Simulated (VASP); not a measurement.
# Ag (a cell with a defect) in VASP: notebook

The runs below take Ag (a cell with a defect) through single point, with PBE.

All numbers are computed with VASP 6.6.1; they aren't measurements. Logs are shortened: lines on timing, memory, paths and dates and some standing lists are left out, and cuts for length are marked.

### 1 The cell of the first run

The cell holds a defect, 7 atoms: a = 5.778 Å, b = 5.778 Å, c = 5.778 Å, α = 60.00°, β = 60.00°, γ = 60.00°.

### 2 Single point, PBE

INCAR reads:

```
PREC = Accurate ; ENCUT = 520
EDIFF = 1E-6 ; ISMEAR = -1
SIGMA = 0.1 ; LREAL = F
LASPH = T ; NELM = 60
ALGO = Normal ; ISIF = 2
LWAVE = F ; LCHARG = T
GGA = PE ; LELF = T
LVHAR = T ; NBANDS = 48
```

KPOINTS reads:

```
regular mesh
0
Gamma
  3 3 3
```

POSCAR reads:

```
Ag
1.0
    0.0000000000      4.0855000000      4.0855000000
    4.0855000000      0.0000000000      4.0855000000
    4.0855000000      4.0855000000      0.0000000000
Ag
7
Direct
    0.0000000000      0.0000000000      0.5000000000
    0.0000000000      0.5000000000      0.0000000000
    0.0000000000      0.5000000000      0.5000000000
    0.5000000000      0.0000000000      0.0000000000
    0.5000000000      0.0000000000      0.5000000000
    0.5000000000      0.5000000000      0.0000000000
    0.5000000000      0.5000000000      0.5000000000
```

Potentials or basis: VASP PAW PBE potentials, release 64 (Ag).

Command:

```bash
> cat potpaw_PBE.64/Ag/POTCAR > POTCAR
> mpirun -np 1 vasp_std > vasp.out
```

OUTCAR:

```text
PREC = Accurate
   ENCUT = 520
   EDIFF = 1E-6
   ISMEAR = -1
   LREAL = F
   LASPH = T
   NELM = 60
   ISIF = 2
   GGA = PE

 ion  position               nearest neighbor table
   1  0.000  0.000  0.500-   3 2.89   5 2.89   2 2.89   4 2.89   2 2.89   3 2.89   7 2.89   4 2.89
                             5 2.89   7 2.89
   2  0.000  0.500  0.000-   3 2.89   6 2.89   1 2.89   3 2.89   7 2.89   1 2.89   4 2.89   4 2.89
                             6 2.89   7 2.89
   3  0.000  0.500  0.500-   1 2.89   2 2.89   7 2.89   2 2.89   6 2.89   1 2.89   5 2.89   5 2.89
                             6 2.89   7 2.89
   4  0.500  0.000  0.000-   5 2.89   6 2.89   1 2.89   5 2.89   7 2.89   2 2.89   6 2.89   7 2.89
                             1 2.89   2 2.89
   5  0.500  0.000  0.500-   1 2.89   4 2.89   7 2.89   4 2.89   6 2.89   3 2.89   6 2.89   7 2.89
                             1 2.89   3 2.89
   6  0.500  0.500  0.000-   2 2.89   4 2.89   7 2.89   3 2.89   5 2.89   7 2.89   4 2.89   5 2.89
                             2 2.89   3 2.89
   7  0.500  0.500  0.500-   3 2.89   5 2.89   6 2.89   2 2.89   4 2.89   6 2.89   1 2.89   4 2.89
                             5 2.89   1 2.89   2 2.89   3 2.89

  LATTYP: Found a face centered cubic cell.
 ALAT       =     8.1710000000

  Lattice vectors:

 A1 = (   0.0000000000,   4.0855000000,   4.0855000000)
 A2 = (   4.0855000000,   0.0000000000,   4.0855000000)
 A3 = (   4.0855000000,   4.0855000000,   0.0000000000)

Analysis of symmetry for initial positions (statically):
=====================================================================
 Subroutine PRICEL returns:
 Original cell was already a primitive cell.

 Routine SETGRP: Setting up the symmetry group for a
 face centered cubic supercell.

 Subroutine GETGRP returns: Found 48 space group operations
 (whereof 48 operations were pure point group operations)
 out of a pool of 48 trial point group operations.

The static configuration has the point symmetry O_h .

Analysis of symmetry for dynamics (positions and initial velocities):
=====================================================================
 Subroutine PRICEL returns:
 Original cell was already a primitive cell.

 Routine SETGRP: Setting up the symmetry group for a
 face centered cubic supercell.

 Subroutine GETGRP returns: Found 48 space group operations
 (whereof 48 operations were pure point group operations)
 out of a pool of 48 trial point group operations.

The dynamic configuration has the point symmetry O_h .

 Subroutine INISYM returns: Found 48 space group operations
 (whereof 48 operations are pure point group operations),
 and found     1 'primitive' translations

----------------------------------------------------------------------------------------

                                     Primitive cell

  volume of cell :     136.3847

  direct lattice vectors                    reciprocal lattice vectors
     0.000000000  4.085500000  4.085500000    -0.122384041  0.122384041  0.122384041
     4.085500000  0.000000000  4.085500000     0.122384041 -0.122384041  0.122384041
     4.085500000  4.085500000  0.000000000     0.122384041  0.122384041 -0.122384041

  length of vectors
     5.777769509  5.777769509  5.777769509     0.211975377  0.211975377  0.211975377

  position of ions in fractional coordinates (direct lattice)
     0.000000000  0.000000000  0.500000000
     0.000000000  0.500000000  0.000000000
     0.000000000  0.500000000  0.500000000
     0.500000000  0.000000000  0.000000000
     0.500000000  0.000000000  0.500000000
     0.500000000  0.500000000  0.000000000
     0.500000000  0.500000000  0.500000000

  ion indices of the primitive-cell ions
   primitive index   ion index
                 1           1
                 2           2
                 3           3
                 4           4
                 5           5
                 6           6
                 7           7

----------------------------------------------------------------------------------------

 KPOINTS: regular mesh

Automatic generation of k-mesh.
 Grid dimensions read from file:
 generate k-points for:    3    3    3

 Generating k-lattice:

  Cartesian coordinates                     Fractional coordinates (reciprocal lattice)
    -0.040794680  0.040794680  0.040794680     0.333333333  0.000000000  0.000000000
     0.040794680 -0.040794680  0.040794680     0.000000000  0.333333333  0.000000000
     0.040794680  0.040794680 -0.040794680     0.000000000  0.000000000  0.333333333

  Length of vectors
     0.070658459  0.070658459  0.070658459

  Shift w.r.t. Gamma in fractional coordinates (k-lattice)
     0.000000000  0.000000000  0.000000000

 Subroutine IBZKPT returns following result:
 ===========================================

 Found      4 irreducible k-points:

 Following reciprocal coordinates:
            Coordinates               Weight
  0.000000  0.000000  0.000000      1.000000
  0.333333  0.000000  0.000000      8.000000
  0.333333  0.333333  0.000000      6.000000
 -0.333333  0.333333  0.000000     12.000000
   k-points           NKPTS =      4   k-points in BZ     NKDIM =      4   number of bands    NBANDS=     48
   number of dos      NEDOS =    301   number of ions     NIONS =      7
   total plane-waves  NPLWV = 110592
   dimension x,y,z NGX =    48 NGY =   48 NGZ =   48
   dimension x,y,z NGXF=    96 NGYF=   96 NGZF=   96
   ions per type =               7
   NGX,Y,Z   is equivalent  to a cutoff of  13.81, 13.81, 13.81 a.u.
   NGXF,Y,Z  is equivalent  to a cutoff of  27.62, 27.62, 27.62 a.u.
 SYSTEM =  unknown system
   PREC   = accura    normal or accurate (medium, high low for compatibility)
   ISTART =      0    job   : 0-new  1-cont  2-samecut
   ICHARG =      2    charge: 1-file 2-atom 10-const
   ISPIN  =      1    spin polarized calculation?
   LNONCOLLINEAR =      F non collinear calculations
   LSORBIT =      F    spin-orbit coupling
   LASPH  =      T    aspherical Exc in radial PAW
   ENCUT  =  520.0 eV  38.22 Ry    6.18 a.u.  10.74 10.74 10.74*2*pi/ulx,y,z
   NELM   =     60;   NELMIN=  2; NELMDL= -5     # of ELM steps
   EDIFF  = 0.1E-05   stopping-criterion for ELM
   LREAL  =      F    real-space projection
   EDIFFG = 0.1E-04   stopping-criterion for IOM
   NSW    =      0    number of steps for IOM
   IBRION =     -1    ionic relax: 0-MD 1-quasi-New 2-CG
   NFREE  =      0    steps in history (QN), initial steepest desc. (CG)
   ISIF   =      2    stress and relaxation
   ISYM   =      2    0-nonsym 1-usesym 2-fastsym
   POTIM  = 0.5000    time-step for ionic-motion
   TEBEG  =    0.0;   TEEND  =   0.0 temperature during run
   PSTRESS=    0.0 pullay stress
   NELECT =      77.0000    total number of electrons
   NUPDOWN=      -1.0000    fix difference up-down
   EMIN   =  10.00;   EMAX   =-10.00  energy-range for DOS
   EFERMI =   0.00;   METHOD = LEGACY
   ISMEAR =    -1;   SIGMA  =   0.10  broadening in eV -4-tet -1-fermi 0-gaus
   EFERMI_NEDOS =   21; number of points for ismear=-14 and -15
   IALGO  =     38    algorithm
   IMIX   =      4    mixing-type and parameters
     AMIX     =   0.40;   BMIX     =  1.00
     AMIX_MAG =   1.60;   BMIX_MAG =  1.00
  volume/ion in A,a.u.               =      19.48       131.48
  Fermi-wavevector in a.u.,A,eV,Ry     =   1.353058  2.556910 24.909096  1.830767
  Thomas-Fermi vector in A             =   2.480345
   LORBIT       =      0    0 simple, 1 ext, 2 COOP (PROOUT), +10 PAW based schemes
   GGA     = PE    functional components
[... 5 lines left out ...]
 non-spin polarized calculation
  energy-cutoff  :      520.00
  volume of cell :      136.38
 maximum number of plane-waves:      3695
 NGX is ok and might be reduce to    48
   NGX = 21   NGY = 21   NGZ = 21

 number of electron      76.9999992 magnetization

 Free energy of the ion-electron system (eV)
  ---------------------------------------------------
  ext. energy  EPLUGINS =         0.00000000
  ---------------------------------------------------
  free energy    TOTEN  =       -17.87242797 eV

  energy without entropy =      -17.69849095  energy(sigma->0) =      -17.78545946

 E-fermi :   6.9942     XC(G=0): -11.2973

 val. band max:        6.7758230253   @ k =   0.3333   0.3333   0.0000
 cond. band min:       7.0050597895   @ k =  -0.3333   0.3333   0.0000
 fundamental gap:      0.2292367642
 Fermi energy:         6.9941830420

 k-point     1 :       0.0000    0.0000    0.0000
  band No.  band energies     occupation
      1      -0.4605      2.00000
      2       0.4844      2.00000
      3       0.5065      2.00000
      4       0.5065      2.00000
      5       0.5065      2.00000
      6       0.8344      2.00000
[... 40 lines left out ...]
     47      11.5340      0.00000
     48      13.5034      0.00000

 k-point     2 :       0.3333    0.0000    0.0000
  band No.  band energies     occupation
      1       0.2350      2.00000
      2       0.7108      2.00000
      3       0.8230      2.00000
      4       0.8230      2.00000
      5       0.9341      2.00000
      6       1.2220      2.00000
[... 40 lines left out ...]
     47      15.0689      0.00000
     48      15.1826      0.00000

 k-point     3 :       0.3333    0.3333    0.0000
  band No.  band energies     occupation
      1       0.5056      2.00000
      2       0.9362      2.00000
      3       0.9681      2.00000
      4       1.0618      2.00000
      5       1.0618      2.00000
      6       1.1636      2.00000
[... 40 lines left out ...]
     47      13.6584      0.00000
     48      13.8535      0.00000

 k-point     4 :      -0.3333    0.3333    0.0000
  band No.  band energies     occupation
      1       0.9926      2.00000
      2       1.1094      2.00000
      3       1.1859      2.00000
      4       1.3496      2.00000
      5       1.4357      2.00000
      6       1.4613      2.00000
[... 40 lines left out ...]
     47      14.8374      0.00000
     48      16.4732      0.00000

------------------------ aborting loop because EDIFF is reached ----------------------------------------

  FORCE on cell =-STRESS in cart. coord.  units (eV):
  Direction    XX          YY          ZZ          XY          YZ          ZX
  --------------------------------------------------------------------------------------
  -------------------------------------------------------------------------------------
  Total        0.9601578      0.9601578      0.9601578      0.0000000     -0.0000000     -0.0000000
  in kB       11.2794402     11.2794402     11.2794402      0.0000000     -0.0000000     -0.0000000
  external PRESSURE =      11.2794402 kB  Pullay stress =       0.0000000 kB

 VOLUME and BASIS-vectors are now :
 -----------------------------------------------------------------------------
  energy-cutoff  :      520.00
  volume of cell :      136.38
      direct lattice vectors                 reciprocal lattice vectors
     0.000000000  4.085500000  4.085500000    -0.122384041  0.122384041  0.122384041
     4.085500000  0.000000000  4.085500000     0.122384041 -0.122384041  0.122384041
     4.085500000  4.085500000  0.000000000     0.122384041  0.122384041 -0.122384041

 POSITION                                       TOTAL-FORCE (eV/Angst)
 -----------------------------------------------------------------------------------
      2.04275      2.04275      0.00000         0.000000     -0.000000      0.000000
      2.04275      0.00000      2.04275         0.000000      0.000000      0.000000
      4.08550      2.04275      2.04275         0.000000     -0.000000      0.000000
      0.00000      2.04275      2.04275        -0.000000      0.000000     -0.000000
      2.04275      4.08550      2.04275        -0.000000     -0.000000     -0.000000
      2.04275      2.04275      4.08550        -0.000000     -0.000000      0.000000
      4.08550      4.08550      4.08550         0.000000     -0.000000      0.000000
 -----------------------------------------------------------------------------------
    total drift:                                0.000000      0.000000      0.000000

  FREE ENERGIE OF THE ION-ELECTRON SYSTEM (eV)
  ---------------------------------------------------
  free  energy   TOTEN  =       -17.8724279733 eV

  energy  without entropy=      -17.6984909477  energy(sigma->0) =      -17.78545946
```

Run time: 30 s. Hardware: 1 thread of AMD EPYC 9R14 (Zen 4), shared host; peak memory 0.28 GiB.

Results:

- Free energy: -17.8724 eV
- Pressure: 1.1 GPa

Caveat: the k points lie up to 0.44 Å⁻¹ apart.

### 3 Single point, PBE

INCAR reads:

```
ALGO = Normal
EDIFF = 1E-6
ENCUT = 520
GGA = PE
ISIF = 2
ISMEAR = -1
LASPH = True
LCHARG = False
LREAL = False
LWAVE = False
NBANDS = 48
NELM = 60
PREC = Accurate
SIGMA = 0.1
```

KPOINTS reads:

```
k-points
0
Gamma
  3 3 3
```

Changes to POSCAR since step 2:

```diff
@@ -8,3 +8,3 @@
 Direct
-    0.0000000000      0.0000000000      0.5000000000
+    0.0000000000      0.0000000000      0.0000000000
     0.0000000000      0.5000000000      0.0000000000
```

Potentials or basis: VASP PAW PBE potentials, release 64 (Ag).

Command:

```bash
> cat potpaw_PBE.64/Ag/POTCAR > POTCAR
> mpirun -np 1 vasp_std > vasp.out
```

Run time: 28 s. Hardware: 1 thread of AMD EPYC 9R14 (Zen 4), shared host; peak memory 0.27 GiB.

Results (log left out):

```yaml
Free_energy: -17.8724 eV
Pressure: 1.1 GPa
```

Levels at points of the mesh, in eV from the Fermi level:
```csv
k point,band 33,band 34,band 35,band 36,band 37,band 38,band 39,band 40,band 41,band 42
"(0.00, 0.00, 0.00)",-3.02,-2.81,-2.81,-2.81,-0.40,0.09,0.09,0.09,2.42,2.42
```

Caveat: the k points lie up to 0.44 Å⁻¹ apart.
